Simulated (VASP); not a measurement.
Runs of VASP 6.6.1 on MoH4. The structure is that of space group P6/mmm (No. 191), or close to it. The cells are those of the table. 

| task | cell | k mesh | cutoff (eV) | gap on the mesh (eV) | pressure (GPa) | largest force (eV/Å) |
| --- | --- | --- | --- | --- | --- | --- |
| relaxation of cell and atoms | relaxed from a = 2.856, b = 2.856, c = 5.183 Å, angles 90.0, 90.0, 120.0°, 5 atoms | 18 × 18 × 8 | 600 | none | 0.0 | - |
| single point | a = 2.970, b = 2.970, c = 6.414 Å, angles 90.0, 90.0, 120.0°, 5 atoms | 6 × 6 × 4 | 520 | (a) | -23.9 | 1.55 |
| single point | a = 2.856, b = 2.856, c = 5.183 Å, angles 90.0, 90.0, 120.0°, 5 atoms | 18 × 18 × 8 | 520 | none | 0.0 | 0.01 |
| single point | a = 2.851, b = 2.851, c = 5.697 Å, angles 90.0, 90.0, 120.0°, 5 atoms | 6 × 6 × 4 | 520 | none | -0.2 | 0.01 |
| relaxation of cell and atoms | relaxed from a = 2.970, b = 2.970, c = 6.414 Å, angles 90.0, 90.0, 120.0°, 5 atoms | 6 × 6 × 4 | 600 | none | -0.1 | 0.02 |

Alike in all rows: level PBE; potentials or basis VASP PAW PBE potentials, release 64 (H, Mo_sv); no spin polarisation; smearing gaussian 0.1 eV.

Problem. Estimate the missing entries.

Solution. (a) 0.40.

Caveats: some runs use coarse meshes; the relaxation stopped at its first step, so nothing moved (some runs); forces of over 1 eV/Å act on the atoms, so gaps and moduli don't describe the material at rest (some runs).

A k mesh can miss the band edges, and the runs leave out spin-orbit coupling on Mo.

A gap of «none» marks levels without a gap at the run's occupations.
